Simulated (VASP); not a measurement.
# HfN (P6_3/mmc) in VASP: a series of runs

The runs below take HfN through single point, with PBEsol.

Program: VASP 6.6.1. These are calculated values, not measurements. Logs are shortened: lines on timing, memory, paths and dates and some standing lists are left out, and cuts for length are marked.

## 1. The cell of the first run

The structure is hexagonal, space group P6_3/mmc (No. 194). The conventional cell has a = 3.003 Å, b = 3.003 Å, c = 5.510 Å, α = 90.00°, β = 90.00°, γ = 120.00°. Hf (site symmetry -6m2) has 6 N at 2.21 Å and 6 Hf at 3.00 Å within 3.1 Å. N (site symmetry -3m) has 6 Hf at 2.21 Å and 8 N at 2.75 to 3.00 Å within 3.1 Å.

## 2. Single point, PBEsol (biaxial strain in the a-b plane: -4.0 %, then relaxed in part)

INCAR

```
SYSTEM = HfN
PREC     = Accurate       ! precision mode
ENCUT    = 520            ! plane-wave cutoff, eV
EDIFF    = 1E-6           ! SCF threshold, eV
ISMEAR   = 0              ! smearing method
SIGMA    = 0.1            ! smearing width, eV
LREAL    = .False.        ! projectors in reciprocal space
LASPH    = .True.         ! aspherical terms in the spheres
NELM     = 80             ! most SCF steps
ALGO     = Normal         ! electronic algorithm
ISIF     = 2              ! what is computed and relaxed
LWAVE    = .False.        ! write WAVECAR
LCHARG   = .False.        ! write CHGCAR
GGA      = PS             ! functional
NBANDS   = 23             ! bands
```

KPOINTS

```
regular mesh
0
Gamma
  18 18 10
  0 0 0
```

POSCAR

```
HfN
1.0
    3.0025990122      0.0000000000      0.0000000000
   -1.5012995061      2.6003270219      0.0000000000
    0.0000000000      0.0000000000      5.5099975777
Hf N
2 2
Direct
    0.6666666667      0.3333333333      0.7500000000
    0.3333333333      0.6666666667      0.2500000000
    0.0000000000      0.0000000000      0.0000000000
    0.0000000000      0.0000000000      0.5000000000
```

Potentials or basis: VASP PAW PBE potentials, release 64 (Hf_pv, N).

The run is started by

```
> cat potpaw_PBE.64/Hf_pv/POTCAR potpaw_PBE.64/N/POTCAR > POTCAR
> mpirun -np 1 vasp_std > vasp.out
```

OUTCAR:

```text
SYSTEM = HfN
   PREC = Accurate
   ENCUT = 520
   EDIFF = 1E-6
   ISMEAR = 0
   LREAL = .False.
   LASPH = .True.
   NELM = 80
   ISIF = 2
   GGA = PS

 ion  position               nearest neighbor table
   1  0.667  0.333  0.750-   3 2.21   4 2.21   3 2.21   4 2.21   3 2.21   4 2.21   2 3.26   2 3.26
                             2 3.26   2 3.26   2 3.26   2 3.26
   2  0.333  0.667  0.250-   3 2.21   4 2.21   3 2.21   4 2.21   3 2.21   4 2.21   1 3.26   1 3.26
                             1 3.26   1 3.26   1 3.26   1 3.26
   3  0.000  0.000  0.000-   1 2.21   2 2.21   2 2.21   1 2.21   1 2.21   2 2.21
   4  0.000  0.000  0.500-   1 2.21   2 2.21   2 2.21   1 2.21   1 2.21   2 2.21

  LATTYP: Found a hexagonal cell.
 ALAT       =     3.0025990122
 C/A-ratio  =     1.8350760642

  Lattice vectors:

 A1 = (   3.0025990122,   0.0000000000,   0.0000000000)
 A2 = (  -1.5012995061,   2.6003270219,   0.0000000000)
 A3 = (   0.0000000000,   0.0000000000,   5.5099975777)

Analysis of symmetry for initial positions (statically):
=====================================================================
 Subroutine PRICEL returns:
 Original cell was already a primitive cell.

 Routine SETGRP: Setting up the symmetry group for a
 hexagonal supercell.

 Subroutine GETGRP returns: Found 24 space group operations
 (whereof 12 operations were pure point group operations)
 out of a pool of 24 trial point group operations.

The static configuration has the point symmetry D_3d.
 The point group associated with its full space group is D_6h.

Analysis of symmetry for dynamics (positions and initial velocities):
=====================================================================
 Subroutine PRICEL returns:
 Original cell was already a primitive cell.

 Routine SETGRP: Setting up the symmetry group for a
 hexagonal supercell.

 Subroutine GETGRP returns: Found 24 space group operations
 (whereof 12 operations were pure point group operations)
 out of a pool of 24 trial point group operations.

The dynamic configuration has the point symmetry D_3d.
 The point group associated with its full space group is D_6h.

 Subroutine INISYM returns: Found 24 space group operations
 (whereof 12 operations are pure point group operations),
 and found     1 'primitive' translations

----------------------------------------------------------------------------------------

                                     Primitive cell

  volume of cell :      43.0206

  direct lattice vectors                    reciprocal lattice vectors
     3.002599012  0.000000000  0.000000000     0.333044804  0.192283507  0.000000000
    -1.501299506  2.600327022  0.000000000     0.000000000  0.384567015  0.000000000
     0.000000000  0.000000000  5.509997578     0.000000000  0.000000000  0.181488283

  length of vectors
     3.002599012  3.002599012  5.509997578     0.384567015  0.384567015  0.181488283

  position of ions in fractional coordinates (direct lattice)
     0.666666667  0.333333333  0.750000000
     0.333333333  0.666666667  0.250000000
     0.000000000  0.000000000  0.000000000
     0.000000000  0.000000000  0.500000000

  ion indices of the primitive-cell ions
   primitive index   ion index
                 1           1
                 2           2
                 3           3
                 4           4

----------------------------------------------------------------------------------------

 KPOINTS: regular mesh

Automatic generation of k-mesh.
 Grid dimensions read from file:
 generate k-points for:   18   18   10

 Generating k-lattice:

  Cartesian coordinates                     Fractional coordinates (reciprocal lattice)
     0.018502489  0.010682417  0.000000000     0.055555556  0.000000000  0.000000000
     0.000000000  0.021364834  0.000000000     0.000000000  0.055555556  0.000000000
     0.000000000  0.000000000  0.018148828     0.000000000  0.000000000  0.100000000

  Length of vectors
     0.021364834  0.021364834  0.018148828

  Shift w.r.t. Gamma in fractional coordinates (k-lattice)
     0.000000000  0.000000000  0.000000000

 Subroutine IBZKPT returns following result:
 ===========================================

 Found    222 irreducible k-points:

 Following reciprocal coordinates:
            Coordinates               Weight
  0.000000  0.000000  0.000000      1.000000
  0.055556 -0.000000  0.000000      6.000000
  0.111111 -0.000000  0.000000      6.000000
  0.166667  0.000000  0.000000      6.000000
  0.222222 -0.000000  0.000000      6.000000
  0.277778  0.000000  0.000000      6.000000
[... 16 lines left out ...]
  0.333333  0.111111  0.000000     12.000000
  0.388889  0.111111  0.000000     12.000000
 [... further k-points ...]
   k-points           NKPTS =    222   k-points in BZ     NKDIM =    222   number of bands    NBANDS=     23
   number of dos      NEDOS =    301   number of ions     NIONS =      4
   total plane-waves  NPLWV =  24192
   dimension x,y,z NGX =    24 NGY =   24 NGZ =   42
   dimension x,y,z NGXF=    48 NGYF=   48 NGZF=   84
   ions per type =               2   2
   NGX,Y,Z   is equivalent  to a cutoff of  13.29, 13.29, 12.67 a.u.
   NGXF,Y,Z  is equivalent  to a cutoff of  26.58, 26.58, 25.34 a.u.
 SYSTEM =  HfN
   PREC   = accura    normal or accurate (medium, high low for compatibility)
   ISTART =      0    job   : 0-new  1-cont  2-samecut
   ICHARG =      2    charge: 1-file 2-atom 10-const
   ISPIN  =      1    spin polarized calculation?
   LNONCOLLINEAR =      F non collinear calculations
   LSORBIT =      F    spin-orbit coupling
   LASPH  =      T    aspherical Exc in radial PAW
   ENCUT  =  520.0 eV  38.22 Ry    6.18 a.u.   5.58  5.58 10.24*2*pi/ulx,y,z
   NELM   =     80;   NELMIN=  2; NELMDL= -5     # of ELM steps
   EDIFF  = 0.1E-05   stopping-criterion for ELM
   LREAL  =      F    real-space projection
   EDIFFG = 0.1E-04   stopping-criterion for IOM
   NSW    =      0    number of steps for IOM
   IBRION =     -1    ionic relax: 0-MD 1-quasi-New 2-CG
   NFREE  =      0    steps in history (QN), initial steepest desc. (CG)
   ISIF   =      2    stress and relaxation
   ISYM   =      2    0-nonsym 1-usesym 2-fastsym
   POTIM  = 0.5000    time-step for ionic-motion
   TEBEG  =    0.0;   TEEND  =   0.0 temperature during run
   PSTRESS=    0.0 pullay stress
   NELECT =      30.0000    total number of electrons
   NUPDOWN=      -1.0000    fix difference up-down
   EMIN   =  10.00;   EMAX   =-10.00  energy-range for DOS
   EFERMI =   0.00;   METHOD = LEGACY
   ISMEAR =     0;   SIGMA  =   0.10  broadening in eV -4-tet -1-fermi 0-gaus
   EFERMI_NEDOS =   21; number of points for ismear=-14 and -15
   IALGO  =     38    algorithm
   IMIX   =      4    mixing-type and parameters
     AMIX     =   0.40;   BMIX     =  1.00
     AMIX_MAG =   1.60;   BMIX_MAG =  1.00
  volume/ion in A,a.u.               =      10.76        72.58
  Fermi-wavevector in a.u.,A,eV,Ry     =   1.451743  2.743396 28.675056  2.107557
  Thomas-Fermi vector in A             =   2.569205
   LORBIT       =      0    0 simple, 1 ext, 2 COOP (PROOUT), +10 PAW based schemes
   GGA     = PS    functional components
   LHFCALC =     F    Hartree Fock is set to
   AEXX    =    0.0000 exact exchange contribution
   IVDW    =     0    specifies the selected vdW correction
   LEPSILON=     F    determine dielectric tensor
   LRPA    =     F    only Hartree local field effects (RPA)
 non-spin polarized calculation
 Gauss-broadening in eV      SIGMA  =   0.10
  energy-cutoff  :      520.00
  volume of cell :       43.02
 maximum number of plane-waves:      1185
 NGX is ok and might be reduce to    24
   NGX = 11   NGY = 11   NGZ = 21

 number of electron      29.9999996 magnetization

 Free energy of the ion-electron system (eV)
  ---------------------------------------------------
  ext. energy  EPLUGINS =         0.00000000
  ---------------------------------------------------
  free energy    TOTEN  =       -45.59912052 eV

  energy without entropy =      -45.59384582  energy(sigma->0) =      -45.59648317

 E-fermi :   8.2480     XC(G=0): -13.2672

 val. band max:        8.2331867238   @ k =   0.3333   0.1667   0.5000
 cond. band min:       8.2496606880   @ k =   0.4444   0.1111   0.5000
 fundamental gap:      0.0164739642
 Fermi energy:         8.2480004295

 k-point     1 :       0.0000    0.0000    0.0000
  band No.  band energies     occupation
      1     -23.2048      2.00000
      2     -22.2024      2.00000
      3     -21.9589      2.00000
      4     -21.9589      2.00000
      5     -21.9088      2.00000
      6     -21.9088      2.00000
[... 15 lines left out ...]
     22      13.9914      0.00000
     23      13.9914      0.00000

 k-point     2 :       0.0556   -0.0000    0.0000
  band No.  band energies     occupation
      1     -23.1898      2.00000
      2     -22.2013      2.00000
      3     -22.0002      2.00000
      4     -21.9710      2.00000
      5     -21.9494      2.00000
      6     -21.9131      2.00000
[... 15 lines left out ...]
     22      13.8587      0.00000
     23      13.9917      0.00000

 k-point     3 :       0.1111   -0.0000    0.0000
  band No.  band energies     occupation
      1     -23.1460      2.00000
      2     -22.1989      2.00000
      3     -22.1210      2.00000
      4     -22.0613      2.00000
      5     -22.0038      2.00000
      6     -21.9278      2.00000
[... 15 lines left out ...]
     22      13.5290      0.00000
     23      14.0023      0.00000
[... 495 lines left out ...]
 k-point    23 :       0.3333    0.1111    0.0000
  band No.  band energies     occupation
      1     -23.0934      2.00000
      2     -22.9019      2.00000
      3     -22.6517      2.00000
      4     -22.3278      2.00000
      5     -22.2504      2.00000
      6     -22.1786      2.00000
[... 15 lines left out ...]
     22      15.5709      0.00000
     23      15.9389      0.00000

 k-point    24 :       0.3889    0.1111    0.0000
  band No.  band energies     occupation
      1     -23.1856      2.00000
      2     -22.9754      2.00000
      3     -22.5752      2.00000
      4     -22.3646      2.00000
      5     -22.2802      2.00000
      6     -22.2028      2.00000
[... 15 lines left out ...]
     22      15.6705      0.00000
     23      16.4591      0.00000

 [... further k-points ...]

------------------------ aborting loop because EDIFF is reached ----------------------------------------

  FORCE on cell =-STRESS in cart. coord.  units (eV):
  Direction    XX          YY          ZZ          XY          YZ          ZX
  --------------------------------------------------------------------------------------
  -------------------------------------------------------------------------------------
  Total        6.9883620      6.9883620     -0.5983527      0.0000000      0.0000000      0.0000000
  in kB      260.2611001    260.2611001    -22.2838943      0.0000000      0.0000000      0.0000000
  external PRESSURE =     166.0794353 kB  Pullay stress =       0.0000000 kB

 VOLUME and BASIS-vectors are now :
 -----------------------------------------------------------------------------
  energy-cutoff  :      520.00
  volume of cell :       43.02
      direct lattice vectors                 reciprocal lattice vectors
     3.002599012  0.000000000  0.000000000     0.333044804  0.192283507  0.000000000
    -1.501299506  2.600327022  0.000000000     0.000000000  0.384567015  0.000000000
     0.000000000  0.000000000  5.509997578     0.000000000  0.000000000  0.181488283

 POSITION                                       TOTAL-FORCE (eV/Angst)
 -----------------------------------------------------------------------------------
      1.50130      0.86678      4.13250        -0.000000      0.000000      0.000000
     -0.00000      1.73355      1.37750         0.000000     -0.000000      0.000000
      0.00000      0.00000      0.00000         0.000000     -0.000000      0.000000
      0.00000      0.00000      2.75500         0.000000     -0.000000      0.000000
 -----------------------------------------------------------------------------------
    total drift:                                0.000000     -0.000000      0.000000

  FREE ENERGIE OF THE ION-ELECTRON SYSTEM (eV)
  ---------------------------------------------------
  free  energy   TOTEN  =       -45.5991205155 eV

  energy  without entropy=      -45.5938458220  energy(sigma->0) =      -45.59648317
```

It took 64 s on 1 thread of Intel Xeon 6975P-C (Granite Rapids), shared host; peak memory 0.31 GiB.

Results:

```
Free energy            : -45.5991 eV
Pressure               : 16.6 GPa
Band gap on the k mesh : zero (bands 15 and 16 overlap by 2.31 eV)
```

Stress tensor (GPa, compression positive):
```
26.03  0.00  0.00
 0.00 26.03  0.00
 0.00  0.00 -2.23
```

Levels at points of the mesh, in eV from the Fermi level:
```csv
k point,band 11,band 12,band 13,band 14,band 15,band 16,band 17,band 18,band 19,band 20
"(0.00, 0.00, 0.00)",-4.47,-3.36,-3.36,-2.05,-1.31,0.85,0.85,2.10,2.27,2.57
"(0.50, 0.00, 0.00)",-5.73,-5.42,-2.93,-2.89,-2.81,2.30,3.10,4.90,5.68,5.80
"(0.00, 0.00, 0.50)",-4.12,-4.12,-4.12,-4.12,1.72,1.72,3.00,3.00,3.00,3.00
"(0.50, 0.00, 0.50)",-5.88,-5.88,-4.33,-4.33,-0.17,-0.17,5.66,5.66,5.77,5.77
```

Caveat: the cell differs from its parent crystal (biaxial strain in the a-b plane: -4.0 %, then relaxed in part); the stress differs along the axes, from -2 to 26 GPa; the PAW data sets were made with another functional, which shifts forces and pressure a little; spin-orbit coupling is left out, which moves the levels of the heavy elements.

(Continued in part 2 of 2.)
